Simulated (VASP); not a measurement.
# Cu: single point with r2SCAN

Cu:

```
Cu
1.0
     1.82410    1.82410    0.00000
    -1.79615    1.79615    0.00000
     0.00000    0.00000    3.51265
Cu
2
Direct
  0.00000 0.00000 0.00000
  0.50000 0.50000 0.50000
```

This cell differs from its parent crystal: uniaxial strain along a: +2.0 %, then relaxed in part.

```yaml
Program: VASP 6.6.1
Task: single point
Functional: r2SCAN
Potentials_or_basis: VASP PAW PBE potentials, release 64 (Cu)
Cutoff: 520 eV
k_mesh: 20 × 20 × 14
Occupations: gaussian, width 0.1 eV
Spin: no spin polarisation
```

| Item | Value |
| --- | --- |
| Pressure | -0.3 GPa |
| Band gap on the k mesh | zero (bands 11 and 12 overlap by 8.62 eV) |

Stress tensor (GPa, compression positive):
```
-0.72 -1.33  0.00
-1.33 -0.72  0.00
 0.00  0.00  0.56
```

Levels at points of the mesh, in eV from the Fermi level:
```
           k point  band 9  band 10  band 11  band 12  band 13  band 14
(0.00, 0.00, 0.00)   -1.80    -1.61    -1.60     2.03     8.16    13.08
(0.50, 0.00, 0.00)   -2.38    -2.38    -0.51    -0.51    10.47    10.47
(0.00, 0.50, 0.00)   -2.41    -2.41    -0.36    -0.36    10.67    10.67
(0.50, 0.50, 0.00)   -1.57    -1.57     1.33     1.33     7.34     7.34
(0.00, 0.00, 0.50)   -2.54    -2.54    -2.14    -2.14    17.52    17.52
(0.50, 0.00, 0.50)   -1.73    -1.73    -1.21    -1.21     3.99     3.99
(0.00, 0.50, 0.50)   -1.75    -1.75    -1.06    -1.06     4.21     4.21
(0.50, 0.50, 0.50)   -1.66    -1.66     6.48     6.48     6.60     6.60
```

It took 30 min on 1 thread of AMD EPYC 7R43 64-Core Processor (Zen 3) (shared host), peak memory 0.37 GiB.

Caveat: the cell differs from its parent crystal (uniaxial strain along a: +2.0 %, then relaxed in part); the PAW data sets were made with another functional, which shifts forces and pressure a little.
